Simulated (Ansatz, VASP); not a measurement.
**PtSe2: VASP beside Ansatz**

```
Pt Se
1.0
     3.57839    0.00000    0.00000
    -1.78919    3.09897    0.00000
     0.00000    0.00000    5.27716
Pt Se
1 2
Direct
  0.00000 0.00000 0.00000
  0.33333 0.66667 0.25945
  0.66667 0.33333 0.74055
```

Change from the starting cell: biaxial_xy strain -4.0%.

Alike in both runs: task single point; functional r2SCAN; k mesh 12 × 12 × 6; occupations fermi-dirac, width 0.02 eV; no spin polarisation.

```csv
,VASP,Ansatz
version,VASP 6.6.1,Ansatz 0.2.0
potentials or method,"VASP PAW PBE potentials, release 64 (Pt, Se)","plane waves, PAW"
plane-wave cutoff (eV),520,500
valence electrons in the cell,22,50
```

VASP gave:

| Item | Value |
| --- | --- |
| pressure (GPa) | 10.2 |
| traceless stress, the component that is largest in VASP (GPa) | -5.28 |
| rms of the force components (eV/Å) | 0.007 |

Task: What did Ansatz give for the same quantities?

Result: Pressure (GPa): 10.0; traceless stress, the component that is largest in VASP (GPa): -5.22; rms of the force components (eV/Å): 0.018.

VASP's potentials were made for PBE, not for r2SCAN. Atom by atom the forces differ by 0.011 eV/Å (rms over components). With one functional, cell and mesh, what is left measures potentials, basis and numerics. VASP's potentials hold 22 valence electrons a cell and Ansatz's 50, so a difference there can come from the potentials and not from the codes.

Spin-orbit coupling is off throughout.
